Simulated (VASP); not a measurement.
# ZnS (F-43m) in VASP: relaxation of cell and atoms with PBE

Aim: the relaxation of cell and atoms of ZnS with PBE.

Everything below comes from runs of VASP 6.6.1. Logs are shortened: lines on timing, memory, paths and dates and some standing lists are left out, and cuts for length are marked.

## Step 1: The cell of the first run

The structure is cubic, space group F-43m (No. 216). The conventional cell has a = 5.370 Å, b = 5.370 Å, c = 5.370 Å, α = 90.00°, β = 90.00°, γ = 90.00°. Zn (site symmetry -43m) has 4 S at 2.33 Å within 3.1 Å. S (site symmetry -43m) has 4 Zn at 2.33 Å within 3.1 Å.

## Step 2: Relaxation of cell and atoms, PBE

INCAR reads:

```
SYSTEM = ZnS
  PREC = Accurate
  ENCUT = 500
  EDIFF = 1E-7
  ISMEAR = 0
  SIGMA = 0.02
  LREAL = .False.
  LASPH = .True.
  NELM = 120
  ALGO = Normal
  ISIF = 3
  LWAVE = .False.
  LCHARG = .False.
  GGA = PE
  IBRION = 2
  NSW = 100
  EDIFFG = -0.002
  GGA_COMPAT = .False.
  NELMIN = 4
```

KPOINTS reads:

```
Automatic mesh
0
Gamma
  10 10 10
  0 0 0
```

POSCAR reads:

```
ZnS
1.0
    0.0000000000      2.6850000000      2.6850000000
    2.6850000000      0.0000000000      2.6850000000
    2.6850000000      2.6850000000      0.0000000000
Zn S
1 1
Direct
    0.0000000000      0.0000000000      0.0000000000
    0.2500000000      0.2500000000      0.2500000000
```

Potentials or basis: VASP PAW PBE potentials, release 64 (Zn, S).

Run with:

```sh
$ cat potpaw_PBE.64/Zn/POTCAR potpaw_PBE.64/S/POTCAR > POTCAR
$ mpirun -np 1 vasp_std > vasp.out
```

OUTCAR:

```text
SYSTEM = ZnS
   PREC = Accurate
   ENCUT = 500
   EDIFF = 1E-7
   ISMEAR = 0
   LREAL = .False.
   LASPH = .True.
   NELM = 120
   ISIF = 3
   GGA = PE
   IBRION = 2
   NSW = 100
   EDIFFG = -0.002
   NELMIN = 4

 ion  position               nearest neighbor table
   1  0.000  0.000  0.000-   2 2.33   2 2.33   2 2.33   2 2.33
   2  0.250  0.250  0.250-   1 2.33   1 2.33   1 2.33   1 2.33

  LATTYP: Found a face centered cubic cell.
 ALAT       =     5.3700000000

  Lattice vectors:

 A1 = (   0.0000000000,   2.6850000000,   2.6850000000)
 A2 = (   2.6850000000,   0.0000000000,   2.6850000000)
 A3 = (   2.6850000000,   2.6850000000,   0.0000000000)

Analysis of symmetry for initial positions (statically):
=====================================================================
 Subroutine PRICEL returns:
 Original cell was already a primitive cell.

 Routine SETGRP: Setting up the symmetry group for a
 face centered cubic supercell.

 Subroutine GETGRP returns: Found 24 space group operations
 (whereof 24 operations were pure point group operations)
 out of a pool of 48 trial point group operations.

The static configuration has the point symmetry T_d .

Analysis of symmetry for dynamics (positions and initial velocities):
=====================================================================
 Subroutine PRICEL returns:
 Original cell was already a primitive cell.

 Routine SETGRP: Setting up the symmetry group for a
 face centered cubic supercell.

 Subroutine GETGRP returns: Found 24 space group operations
 (whereof 24 operations were pure point group operations)
 out of a pool of 48 trial point group operations.

The dynamic configuration has the point symmetry T_d .

 Subroutine INISYM returns: Found 24 space group operations
 (whereof 24 operations are pure point group operations),
 and found     1 'primitive' translations

----------------------------------------------------------------------------------------

                                     Primitive cell

  volume of cell :      38.7135

  direct lattice vectors                    reciprocal lattice vectors
     0.000000000  2.685000000  2.685000000    -0.186219739  0.186219739  0.186219739
     2.685000000  0.000000000  2.685000000     0.186219739 -0.186219739  0.186219739
     2.685000000  2.685000000  0.000000000     0.186219739  0.186219739 -0.186219739
[... 97 lines left out ...]
   EMIN   =  10.00;   EMAX   =-10.00  energy-range for DOS
   EFERMI =   0.00;   METHOD = LEGACY
   ISMEAR =     0;   SIGMA  =   0.02  broadening in eV -4-tet -1-fermi 0-gaus
   EFERMI_NEDOS =   21; number of points for ismear=-14 and -15
   IALGO  =     38    algorithm
   IMIX   =      4    mixing-type and parameters
     AMIX     =   0.40;   BMIX     =  1.00
     AMIX_MAG =   1.60;   BMIX_MAG =  1.00
  volume/ion in A,a.u.               =      19.36       130.63
  Fermi-wavevector in a.u.,A,eV,Ry     =   1.268269  2.396681 21.885056  1.608506
  Thomas-Fermi vector in A             =   2.401373
   LORBIT       =      0    0 simple, 1 ext, 2 COOP (PROOUT), +10 PAW based schemes
   GGA     = PE    functional components
   LHFCALC =     F    Hartree Fock is set to
   AEXX    =    0.0000 exact exchange contribution
   IVDW    =     0    specifies the selected vdW correction
   LEPSILON=     F    determine dielectric tensor
   LRPA    =     F    only Hartree local field effects (RPA)
 conjugate gradient relaxation of ions
 non-spin polarized calculation
 Gauss-broadening in eV      SIGMA  =   0.02
  energy-cutoff  :      500.00
  volume of cell :       38.71
 maximum number of plane-waves:       998
   NGX = 13   NGY = 13   NGZ = 13

--------------------------------------- Ionic step        1  -------------------------------------------

 number of electron      18.0000012 magnetization

 Free energy of the ion-electron system (eV)
  ---------------------------------------------------
  ext. energy  EPLUGINS =         0.00000000
  ---------------------------------------------------
  free energy    TOTEN  =        -6.83540070 eV

  energy without entropy =       -6.83540070  energy(sigma->0) =       -6.83540070

------------------------ aborting loop because EDIFF is reached ----------------------------------------

  FORCE on cell =-STRESS in cart. coord.  units (eV):
  Direction    XX          YY          ZZ          XY          YZ          ZX
  --------------------------------------------------------------------------------------
  -------------------------------------------------------------------------------------
  Total        0.7900781      0.7900781      0.7900781     -0.0000000     -0.0000000      0.0000000
  in kB       32.6977417     32.6977417     32.6977417     -0.0000000     -0.0000000      0.0000000
  external PRESSURE =      32.6977417 kB  Pullay stress =       0.0000000 kB
[... 59 lines left out ...]
--------------------------------------- Ionic step        3  -------------------------------------------

 number of electron      17.9999987 magnetization

 Free energy of the ion-electron system (eV)
  ---------------------------------------------------
  ext. energy  EPLUGINS =         0.00000000
  ---------------------------------------------------
  free energy    TOTEN  =        -6.85188890 eV

  energy without entropy =       -6.85188890  energy(sigma->0) =       -6.85188890

 E-fermi :   2.0374     XC(G=0):  -9.5193

 val. band max:        1.8896321636   @ k =   0.0000   0.0000   0.0000
 cond. band min:       3.9012444259   @ k =   0.0000   0.0000   0.0000
 fundamental gap:      2.0116122622
 Fermi energy:         2.0374002056

 k-point     1 :       0.0000    0.0000    0.0000
  band No.  band energies     occupation
      1     -11.0892      2.00000
      2      -4.3583      2.00000
      3      -4.3583      2.00000
      4      -4.3583      2.00000
      5      -3.8877      2.00000
      6      -3.8877      2.00000
      7       1.8896      2.00000
      8       1.8896      2.00000
      9       1.8896      2.00000
     10       3.9012      0.00000
     11       8.3010      0.00000
     12       8.3010      0.00000
     13       8.3010      0.00000
[... 354 lines left out ...]
  band No.  band energies     occupation
      1     -10.1737      2.00000
      2      -4.3581      2.00000
      3      -4.1254      2.00000
      4      -4.1157      2.00000
      5      -3.8609      2.00000
      6      -3.8342      2.00000
      7      -1.7983      2.00000
      8      -0.0178      2.00000
      9       0.1845      2.00000
     10       5.9877      0.00000
     11       6.5557      0.00000
     12      10.6033      0.00000
     13      11.5484      0.00000

 [... further k-points ...]
[... 5 lines left out ...]
  --------------------------------------------------------------------------------------
  -------------------------------------------------------------------------------------
  Total        0.0018088      0.0018088      0.0018088      0.0000000     -0.0000000      0.0000000
  in kB        0.0717416      0.0717416      0.0717416      0.0000000     -0.0000000      0.0000000
  external PRESSURE =       0.0717416 kB  Pullay stress =       0.0000000 kB
[... 17 lines left out ...]
  FREE ENERGIE OF THE ION-ELECTRON SYSTEM (eV)
  ---------------------------------------------------
  free  energy   TOTEN  =        -6.8518889026 eV

  energy  without entropy=       -6.8518889026  energy(sigma->0) =       -6.85188890

 reached required accuracy - stopping structural energy minimisation
```

OSZICAR:

```text
N       E                     dE             d eps       ncg     rms          rms(c)
DAV:   1     0.890346151893E+02    0.89035E+02   -0.91203E+03  1222   0.162E+03
DAV:   2    -0.987215065696E+00   -0.90022E+02   -0.85365E+02  1307   0.284E+02
DAV:   3    -0.718255841152E+01   -0.61953E+01   -0.61691E+01  1517   0.758E+01
[... 28 lines left out ...]
DAV:   4    -0.685204341692E+01    0.88073E-03   -0.58506E-04  1455   0.393E-01    0.131E-01
DAV:   5    -0.685189205533E+01    0.15136E-03   -0.15148E-04  1833   0.254E-01    0.271E-02
DAV:   6    -0.685188924534E+01    0.28100E-05   -0.46814E-05  1317   0.841E-02    0.121E-02
DAV:   7    -0.685188893602E+01    0.30932E-06   -0.21152E-06  1490   0.252E-02    0.581E-03
DAV:   8    -0.685188890263E+01    0.33392E-07   -0.55860E-07  1302   0.952E-03
   3 F= -.68518889E+01 E0= -.68518889E+01  d E =-.164882E-01
```

CONTCAR:

```text
ZnS
   1.00000000000000
    -0.0000000000000000    2.7233400692666994    2.7233400692666994
     2.7233400692666994   -0.0000000000000000    2.7233400692666994
     2.7233400692666994    2.7233400692666994   -0.0000000000000000
  Zn              S
     1     1
Direct
     0.0000000000000000    0.0000000000000000    0.0000000000000000
     0.2500000000000000    0.2500000000000000    0.2500000000000000

  0.00000000E+00  0.00000000E+00  0.00000000E+00
  0.00000000E+00  0.00000000E+00  0.00000000E+00
```

Run time: 66 s. Hardware: 1 thread of Intel Xeon 8259CL, shared host; peak memory 0.17 GiB.

Results:

| Quantity | Value |
| --- | --- |
| Free energy | -6.8519 eV |
| Relaxed volume | 20.20 Å³/atom |
| Relaxed cell | a = 3.851 Å, b = 3.851 Å, c = 3.851 Å, α = 60.00°, β = 60.00°, γ = 60.00° |
| Space group after relaxing (to 0.1 Å) | F-43m (No. 216) |
| Energy gained by relaxing | 8.2 meV/atom |
| Ionic steps | 3 |
| Pressure after relaxing | 0.0 GPa |
| Band gap on the k mesh | 2.01 eV |

Step by step:
| step | energy change (eV) | largest force (eV/Å) | pressure (GPa) | volume (Å³) |
| --- | --- | --- | --- | --- |
| 1 | 0.0000 | 0.0000 | 3.27 | 38.71 |
| 2 | -0.0148 | 0.0000 | -0.93 | 40.97 |
| 3 | -0.0165 | 0.0000 | 0.01 | 40.40 |

Final structure:
```yaml
crystal:
  lattice:
    - [0.00000, 2.72334, 2.72334]
    - [2.72334, 0.00000, 2.72334]
    - [2.72334, 2.72334, 0.00000]
  atoms:
    - { symbol: Zn, position: [0.00000, 0.00000, 0.00000] }
    - { symbol: S, position: [0.25000, 0.25000, 0.25000] }
```

Levels at points of the mesh, in eV from the valence-band top:
| k point | band 7 | band 8 | band 9 | band 10 | band 11 | band 12 |
| --- | --- | --- | --- | --- | --- | --- |
| (0.00, 0.00, 0.00) | 0.00 | 0.00 | 0.00 | 2.01 | 6.41 | 6.41 |
| (0.50, 0.00, 0.00) | -5.14 | -0.83 | -0.83 | 3.26 | 6.94 | 6.94 |
| (0.50, 0.50, 0.00) | -4.47 | -2.13 | -2.13 | 3.46 | 4.07 | 10.81 |
